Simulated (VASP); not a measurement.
# SnO in VASP: further runs

The runs below take SnO through single point, with PBE+D3(BJ).

All numbers are computed with VASP 6.6.1; they aren't measurements. Logs are shortened: lines on timing, memory, paths and dates and some standing lists are left out, and cuts for length are marked.

### 1 The cell of the first run

The cell holds a slab with vacuum, 8 atoms: a = 3.820 Å, b = 3.820 Å, c = 22.226 Å, α = 90.00°, β = 90.00°, γ = 90.00°.

### 2 Single point, PBE+D3(BJ) (layers slid over each other)

Contents of INCAR:

```
SYSTEM = SnO
  PREC = Accurate
  ENCUT = 520
  EDIFF = 1E-7
  ISMEAR = 0
  SIGMA = 0.05
  LREAL = .FALSE.
  LASPH = .TRUE.
  NELM = 100
  ALGO = Normal
  ISIF = 2
  LWAVE = .FALSE.
  LCHARG = .TRUE.
  LDIPOL = .TRUE.
  IDIPOL = 3
  DIPOL = 0.5 0.5 0.394
  GGA = PE
  IVDW = 12
  LELF = .TRUE.
  LVHAR = .TRUE.
  LVACPOTAV = .TRUE.
  NBANDS = 50
```

Contents of KPOINTS:

```
Automatic mesh
0
G
  7 7 1
  0 0 0
```

Contents of POSCAR:

```
SnO
1.0
    3.8201526160      0.0002954389      0.0000000000
   -0.0003145156      3.8201526145      0.0000000000
    0.0000000000      0.0000000000     22.2260756252
Sn O
4 4
Direct
    0.9999453016      0.9999453016      0.2024648920
    0.4999453016      0.4999453016      0.3087831576
    0.4999453016      0.6249453016      0.4797535108
   -0.0000546984      0.1249453016      0.5860717765
    0.9999461184      0.4999461184      0.2556240248
    0.4999461184      0.9999461184      0.2556240248
    0.4999461184      0.1249461184      0.5329126436
   -0.0000538816      0.6249461184      0.5329126436
```

Potentials or basis: VASP PAW PBE potentials, release 64 (Sn_d, O).

The run is started by

```
$ cat potpaw_PBE.64/Sn_d/POTCAR potpaw_PBE.64/O/POTCAR > POTCAR
$ mpirun -np 1 vasp_std > vasp.out
```

OUTCAR:

```text
SYSTEM = SnO
   PREC = Accurate
   ENCUT = 520
   EDIFF = 1E-7
   ISMEAR = 0
   LREAL = .FALSE.
   LASPH = .TRUE.
   NELM = 100
   ISIF = 2
   GGA = PE
   IVDW = 12
 IVDW          = 12

 ion  position               nearest neighbor table
   1  1.000  1.000  0.202-   6 2.25   5 2.25   6 2.25   5 2.25   2 3.59   2 3.59   2 3.59   2 3.59

   2  0.500  0.500  0.309-   5 2.25   6 2.25   5 2.25   6 2.25   1 3.59   1 3.59   1 3.59   1 3.59

   3  0.500  0.625  0.480-   8 2.25   7 2.25   8 2.25   7 2.25   4 3.59   4 3.59   4 3.59   4 3.59

   4  1.000  0.125  0.586-   7 2.25   8 2.25   7 2.25   8 2.25   3 3.59   3 3.59   3 3.59   3 3.59

   5  1.000  0.500  0.256-   2 2.25   1 2.25   2 2.25   1 2.25
   6  0.500  1.000  0.256-   1 2.25   2 2.25   1 2.25   2 2.25
   7  0.500  0.125  0.533-   3 2.25   4 2.25   3 2.25   4 2.25
   8  1.000  0.625  0.533-   3 2.25   4 2.25   3 2.25   4 2.25

  LATTYP: Found a simple tetragonal cell.
 ALAT       =     3.8201526274
 C/A-ratio  =     5.8181119429

  Lattice vectors:

 A1 = (   3.8201526160,   0.0002954389,   0.0000000000)
 A2 = (  -0.0003145156,   3.8201526145,   0.0000000000)
 A3 = (   0.0000000000,   0.0000000000,  22.2260756252)

Analysis of symmetry for initial positions (statically):
=====================================================================
 Subroutine PRICEL returns:
 Original cell was already a primitive cell.

 Routine SETGRP: Setting up the symmetry group for a
 simple tetragonal supercell.

 Subroutine GETGRP returns: Found  4 space group operations
 (whereof  1 operations were pure point group operations)
 out of a pool of 16 trial point group operations.

The static configuration has the point symmetry C_1 .
 The point group associated with its full space group is C_2h.

Analysis of symmetry for dynamics (positions and initial velocities):
=====================================================================
 Subroutine PRICEL returns:
 Original cell was already a primitive cell.

 Routine SETGRP: Setting up the symmetry group for a
 simple tetragonal supercell.

 Subroutine GETGRP returns: Found  4 space group operations
 (whereof  1 operations were pure point group operations)
 out of a pool of 16 trial point group operations.

The dynamic configuration has the point symmetry C_1 .
 The point group associated with its full space group is C_2h.

 Subroutine INISYM returns: Found  4 space group operations
 (whereof  1 operations are pure point group operations),
 and found     1 'primitive' translations

----------------------------------------------------------------------------------------

                                     Primitive cell

  volume of cell :     324.3577

  direct lattice vectors                    reciprocal lattice vectors
     3.820152616  0.000295439  0.000000000     0.261769645  0.000021552  0.000000000
    -0.000314516  3.820152614  0.000000000    -0.000020244  0.261769645  0.000000000
     0.000000000  0.000000000 22.226075625     0.000000000  0.000000000  0.044992198

  length of vectors
     3.820152627  3.820152627 22.226075625     0.261769646  0.261769646  0.044992198

  position of ions in fractional coordinates (direct lattice)
     0.999945302  0.999945302  0.202464892
     0.499945302  0.499945302  0.308783158
     0.499945302  0.624945302  0.479753511
     0.999945302  0.124945302  0.586071776
     0.999946118  0.499946118  0.255624025
     0.499946118  0.999946118  0.255624025
     0.499946118  0.124946118  0.532912644
     0.999946118  0.624946118  0.532912644

  ion indices of the primitive-cell ions
   primitive index   ion index
                 1           1
                 2           2
                 3           3
                 4           4
                 5           5
                 6           6
                 7           7
                 8           8

----------------------------------------------------------------------------------------

 KPOINTS: Automatic mesh

Automatic generation of k-mesh.
 Grid dimensions read from file:
 generate k-points for:    7    7    1

 Generating k-lattice:

  Cartesian coordinates                     Fractional coordinates (reciprocal lattice)
     0.037395664  0.000003079  0.000000000     0.142857143 -0.000000000  0.000000000
    -0.000002892  0.037395664  0.000000000     0.000000000  0.142857143  0.000000000
     0.000000000  0.000000000  0.044992198     0.000000000  0.000000000  1.000000000

  Length of vectors
     0.037395664  0.037395664  0.044992198

  Shift w.r.t. Gamma in fractional coordinates (k-lattice)
     0.000000000  0.000000000  0.000000000

 Subroutine IBZKPT returns following result:
 ===========================================

 Found     16 irreducible k-points:

 Following reciprocal coordinates:
            Coordinates               Weight
  0.000000  0.000000  0.000000      1.000000
  0.142857  0.000000  0.000000      2.000000
 -0.000000  0.142857  0.000000      2.000000
  0.285714  0.000000  0.000000      2.000000
  0.000000  0.285714  0.000000      2.000000
  0.428571  0.000000  0.000000      2.000000
[... 8 lines left out ...]
 -0.285714  0.428571  0.000000      4.000000
  0.428571  0.428571  0.000000      4.000000
   k-points           NKPTS =     16   k-points in BZ     NKDIM =     16   number of bands    NBANDS=     50
   number of dos      NEDOS =    301   number of ions     NIONS =      8
   total plane-waves  NPLWV = 131712
   dimension x,y,z NGX =    28 NGY =   28 NGZ =  168
   dimension x,y,z NGXF=    56 NGYF=   56 NGZF=  336
   ions per type =               4   4
   NGX,Y,Z   is equivalent  to a cutoff of  12.19, 12.19, 12.57 a.u.
   NGXF,Y,Z  is equivalent  to a cutoff of  24.37, 24.37, 25.13 a.u.
 SYSTEM =  SnO
   PREC   = accura    normal or accurate (medium, high low for compatibility)
   ISTART =      0    job   : 0-new  1-cont  2-samecut
   ICHARG =      2    charge: 1-file 2-atom 10-const
   ISPIN  =      1    spin polarized calculation?
   LNONCOLLINEAR =      F non collinear calculations
   LSORBIT =      F    spin-orbit coupling
   LASPH  =      T    aspherical Exc in radial PAW
   ENCUT  =  520.0 eV  38.22 Ry    6.18 a.u.   7.10  7.10 41.33*2*pi/ulx,y,z
   NELM   =    100;   NELMIN=  2; NELMDL= -5     # of ELM steps
   EDIFF  = 0.1E-06   stopping-criterion for ELM
   LREAL  =      F    real-space projection
   EDIFFG = 0.1E-05   stopping-criterion for IOM
   NSW    =      0    number of steps for IOM
   IBRION =     -1    ionic relax: 0-MD 1-quasi-New 2-CG
   NFREE  =      0    steps in history (QN), initial steepest desc. (CG)
   ISIF   =      2    stress and relaxation
   ISYM   =      2    0-nonsym 1-usesym 2-fastsym
   POTIM  = 0.5000    time-step for ionic-motion
   TEBEG  =    0.0;   TEEND  =   0.0 temperature during run
   PSTRESS=    0.0 pullay stress
   NELECT =      80.0000    total number of electrons
   NUPDOWN=      -1.0000    fix difference up-down
   EMIN   =  10.00;   EMAX   =-10.00  energy-range for DOS
   EFERMI =   0.00;   METHOD = LEGACY
   ISMEAR =     0;   SIGMA  =   0.05  broadening in eV -4-tet -1-fermi 0-gaus
   EFERMI_NEDOS =   21; number of points for ismear=-14 and -15
   IALGO  =     38    algorithm
   IMIX   =      4    mixing-type and parameters
     AMIX     =   0.40;   BMIX     =  1.00
     AMIX_MAG =   1.60;   BMIX_MAG =  1.00
  volume/ion in A,a.u.               =      40.54       273.61
  Fermi-wavevector in a.u.,A,eV,Ry     =   1.026668  1.940121 14.341187  1.054047
  Thomas-Fermi vector in A             =   2.160573
   LORBIT       =      0    0 simple, 1 ext, 2 COOP (PROOUT), +10 PAW based schemes
   GGA     = PE    functional components
   LHFCALC =     F    Hartree Fock is set to
   AEXX    =    0.0000 exact exchange contribution
   IVDW    =    12    specifies the selected vdW correction
   LEPSILON=     F    determine dielectric tensor
   LRPA    =     F    only Hartree local field effects (RPA)
 non-spin polarized calculation
 Gauss-broadening in eV      SIGMA  =   0.05
  energy-cutoff  :      520.00
  volume of cell :      324.36
 maximum number of plane-waves:      8769
   NGX = 15   NGY = 15   NGZ = 83

 dipolmoment           0.000000      0.000000      0.000051 electrons x Angstroem

 number of electron      79.9999970 magnetization

 dipolmoment           0.000000      0.000000     -0.000001 electrons x Angstroem

 Free energy of the ion-electron system (eV)
  ---------------------------------------------------
  ext. energy  EPLUGINS =         0.00000000
  ---------------------------------------------------
  free energy    TOTEN  =       -45.02668191 eV

  energy without entropy =      -45.02668191  energy(sigma->0) =      -45.02668191

 E-fermi :   0.2036     XC(G=0):  -5.2562

 val. band max:       -0.0195675686   @ k =   0.1429   0.1429   0.0000
 cond. band min:       1.9995392139   @ k =   0.4286   0.0000   0.0000
 fundamental gap:      2.0191067825
 Fermi energy:         0.2036185056

 k-point     1 :       0.0000    0.0000    0.0000
  band No.  band energies     occupation
      1     -21.0312      2.00000
      2     -21.0309      2.00000
      3     -20.6709      2.00000
      4     -20.6706      2.00000
      5     -20.6370      2.00000
      6     -20.6362      2.00000
[... 42 lines left out ...]
     49       5.2374      0.00000
     50       5.2897      0.00000

 k-point     2 :       0.1429    0.0000    0.0000
  band No.  band energies     occupation
      1     -21.0223      2.00000
      2     -21.0220      2.00000
      3     -20.6719      2.00000
      4     -20.6713      2.00000
      5     -20.6377      2.00000
      6     -20.6368      2.00000
[... 42 lines left out ...]
     49       5.4159      0.00000
     50       5.5336      0.00000

 k-point     3 :      -0.0000    0.1429    0.0000
  band No.  band energies     occupation
      1     -21.0223      2.00000
      2     -21.0220      2.00000
      3     -20.6720      2.00000
      4     -20.6713      2.00000
      5     -20.6384      2.00000
      6     -20.6360      2.00000
[... 678 lines left out ...]
     49       5.7422      0.00000
     50       6.1439      0.00000

 k-point    16 :       0.4286    0.4286    0.0000
  band No.  band energies     occupation
      1     -20.9744      2.00000
      2     -20.9726      2.00000
      3     -20.9606      2.00000
      4     -20.9587      2.00000
      5     -20.6378      2.00000
      6     -20.6371      2.00000
[... 42 lines left out ...]
     49       5.8178      0.00000
     50       6.1002      0.00000

------------------------ aborting loop because EDIFF is reached ----------------------------------------

 Edisp (eV)   -1.27239

 E8    (eV) :    -0.5623

  FORCE on cell =-STRESS in cart. coord.  units (eV):
  Direction    XX          YY          ZZ          XY          YZ          ZX
  --------------------------------------------------------------------------------------
  -------------------------------------------------------------------------------------
  Total       0.44675     0.49097     1.39173    -0.00001     0.51098    -0.00004
  in kB       2.20676     2.42518     6.87451    -0.00003     2.52398    -0.00021
  external pressure =        3.84 kB  Pullay stress =        0.00 kB

 VOLUME and BASIS-vectors are now :
 -----------------------------------------------------------------------------
  energy-cutoff  :      520.00
  volume of cell :      324.36
      direct lattice vectors                 reciprocal lattice vectors
     3.820152616  0.000295439  0.000000000     0.261769645  0.000021552  0.000000000
    -0.000314516  3.820152614  0.000000000    -0.000020244  0.261769645  0.000000000
     0.000000000  0.000000000 22.226075625     0.000000000  0.000000000  0.044992198

 POSITION                                       TOTAL-FORCE (eV/Angst)
 -----------------------------------------------------------------------------------
      3.81963      3.82024      4.50000         0.000001     -0.009633     -0.081061
      1.90971      1.91002      6.86304         0.000005     -0.066614     -0.186698
      1.90967      2.38753     10.66304        -0.000005      0.066614      0.186698
      3.81990      0.47761     13.02608        -0.000001      0.009633      0.081061
      3.81979      1.91017      5.68152        -0.000002      0.019371     -0.011147
      1.90956      3.82009      5.68152         0.000004     -0.047841     -0.012416
      1.90983      0.47746     11.84456        -0.000004      0.047841      0.012416
      3.81975      2.38768     11.84456         0.000002     -0.019371      0.011147
 -----------------------------------------------------------------------------------
    total drift:                               -0.013976     -0.013978     -0.000033

  FREE ENERGIE OF THE ION-ELECTRON SYSTEM (eV)
  ---------------------------------------------------
  free  energy   TOTEN  =       -46.2990751907 eV

  energy  without entropy=      -46.2990751907  energy(sigma->0) =      -46.29907519

 vacuum level on the upper side and lower side of the slab         4.956         4.956
```

Run time: 4.2 min. Hardware: 1 thread of AMD EPYC 9R45 (Zen 5), shared host; peak memory 0.41 GiB.

What came out:

```
Free energy                : -46.2991 eV
Largest force              : 0.198 eV/Å
Band gap on the k mesh     : 2.02 eV (least direct gap 2.23 eV)
Dispersion energy per atom : -0.159 eV
```

Forces on the atoms (eV/Å):
```
Sn   0.000 -0.010 -0.081
Sn   0.000 -0.067 -0.187
Sn   0.000  0.067  0.187
Sn   0.000  0.010  0.081
O    0.000  0.019 -0.011
O    0.000 -0.048 -0.012
O    0.000  0.048  0.012
O    0.000 -0.019  0.011
```

Caveat: the cell differs from its parent crystal (layers slid over each other); spin-orbit coupling is left out, which moves the levels of the heavy elements.

(Continued in part 2 of 2.)
